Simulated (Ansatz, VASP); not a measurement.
One calculation of CoO, two programs

```xyz
2
Lattice="0.0000 2.1027 2.1027 2.1027 0.0000 2.1027 2.1027 2.1027 0.0000" Properties=species:S:1:pos:R:3 pbc="T T T"
Co    0.0000    0.0000    0.0000
O     2.1027    2.1027    2.1027
```

Alike in both runs: task single point; functional LDA; k mesh 11 × 11 × 11; occupations fermi-dirac, width 0.05 eV; collinear spin.

```csv
,VASP,Ansatz
version,VASP 6.6.1,Ansatz 0.2.0
potentials or method,"VASP PAW LDA potentials, release 64 (Co, O)",Ansatz PAW
plane-wave cutoff (eV),520,420
valence electrons in the cell,15,23
```

VASP gave:

- gap on the k mesh at the Fermi level (eV): none
- pressure (GPa): -17.3
- net moment per atom (μB): 1.22
- size of the moment on the site where the two differ most (μB): 2.17

**Question.** Which values does Ansatz return?

**Answer.** gap on the k mesh at the Fermi level (eV): none; pressure (GPa): -13.7; net moment per atom (μB): 1.38; size of the moment on the site where the two differ most (μB): 2.33.

The net moments are unlike, so the other rows may belong to different states. LDA's correlation is that of Perdew and Zunger in VASP and of Perdew and Wang (1992) in Ansatz. Site moments also hang on the region over which each program counts them. A gap of «none» marks a metal or a gap that the smearing closes. VASP's potentials hold 15 valence electrons a cell and Ansatz's 23, so a difference there can come from the potentials and not from the codes.

Noted on Ansatz's run: Pulay correction over one GPa.
